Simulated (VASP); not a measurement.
A run of VASP 6.6.1:

The input INCAR:

```
PREC = Accurate ; ENCUT = 520
EDIFF = 1E-7 ; ISMEAR = 0
SIGMA = 0.02 ; LREAL = False
LASPH = True ; NELM = 80
ALGO = Normal ; ISIF = 2
LWAVE = False ; LCHARG = True
LDIPOL = True ; IDIPOL = 3
DIPOL = 0.5 0.5 0.500 ; GGA = PE
IVDW = 12 ; LELF = True
LVHAR = True ; LVACPOTAV = True
NBANDS = 12
```

Contents of KPOINTS:

```
regular mesh
0
Gamma
  9 9 1
```

The input POSCAR:

```
P
1.0
    3.1980000000      0.0000000000      0.0000000000
   -1.5990000000      2.7695492413      0.0000000000
    0.0000000000      0.0000000000     28.0000000000
P
2
Direct
    0.3333333333      0.6666666667      0.5285892857
    0.6666666667      0.3333333333      0.4714107143
```

Potentials or basis: VASP PAW PBE potentials, release 64 (P).

Run with:

```sh
$ cat potpaw_PBE.64/P/POTCAR > POTCAR
$ mpirun -np 1 vasp_std > vasp.out
```

Hardware: 1 thread of Intel(R) Xeon(R) Platinum 8259CL CPU @ 2.50GHz (Skylake/Cascade Lake), with other jobs on the host.

Question: Estimate the wall time of this run.

Answer: Run time: 61 s on 1 thread of Intel(R) Xeon(R) Platinum 8259CL CPU @ 2.50GHz (Skylake/Cascade Lake), on a shared host, peak memory 0.33 GiB. Counts: scf iterations 22, k points 12.
